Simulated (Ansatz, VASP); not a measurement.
## BaS: VASP beside Ansatz

File INCAR:

```
PREC = Accurate
ENCUT = 520
EDIFF = 1E-6
ISMEAR = -1
SIGMA = 0.001
LREAL = F
LASPH = T
NELM = 150
ALGO = Normal
ISIF = 2
LWAVE = F
LCHARG = F
LNONCOLLINEAR = T
MAGMOM = 0 0 0 0 0 0
LORBIT = 11
LSORBIT = T
GGA_COMPAT = F
LORBMOM = T
GGA = PE
NBANDS = 28
```

KPOINTS

```
regular mesh
0
Gamma
  6 6 6
```

POSCAR

```
BaS
1.0
    0.0000000000      3.2129006479      3.2129006479
    3.2129006479      0.0000000000      3.2129006479
    3.2129006479      3.2129006479      0.0000000000
Ba S
1 1
Direct
    0.5000000000      0.5000000000      0.5000000000
    0.0000000000      0.0000000000      0.0000000000
```

Input for Ansatz:

```yaml
crystal:
  lattice:
    - [0.0, 3.2129006479, 3.2129006479]
    - [3.2129006479, 0.0, 3.2129006479]
    - [3.2129006479, 3.2129006479, 0.0]
  atoms:
    - { symbol: Ba, position: [0.5, 0.5, 0.5] }
    - { symbol: S, position: [0.0, 0.0, 0.0] }
basis:
  ecutwfc: 420
  ecutrho_ratio: 4
kpoints:
  mp_grid: { grid: [6, 6, 6] }
hamiltonian:
  xc: pbe
scf:
  occupations: { method: fermi_dirac, width: 0.001 }
  lower_state_search: light
output:
  forces: true
  stress: true
  write_density: true
  write_potential: true
  elf: true
  volumetric_format: npy
magnetization:
  noncollinear: true
  spin_orbit: true
```

Alike in both runs: task single point; functional PBE; k mesh 6 × 6 × 6; occupations fermi-dirac, width 0.001 eV; non-collinear spin, spin-orbit coupling.

|  | VASP | Ansatz |
| --- | --- | --- |
| version | VASP 6.6.1 | Ansatz 0.2.0 |
| potentials or method | VASP PAW PBE potentials, release 64 (Ba_sv, S), cutoff 520 eV | plane waves, PAW |
| valence electrons in the cell | 16 | 16 |

Ansatz gave:

- pressure (GPa): 0.0
- net moment per atom (μB): 0.00

Estimate VASP's values.

pressure (GPa): 0.6; net moment per atom (μB): 0.00.
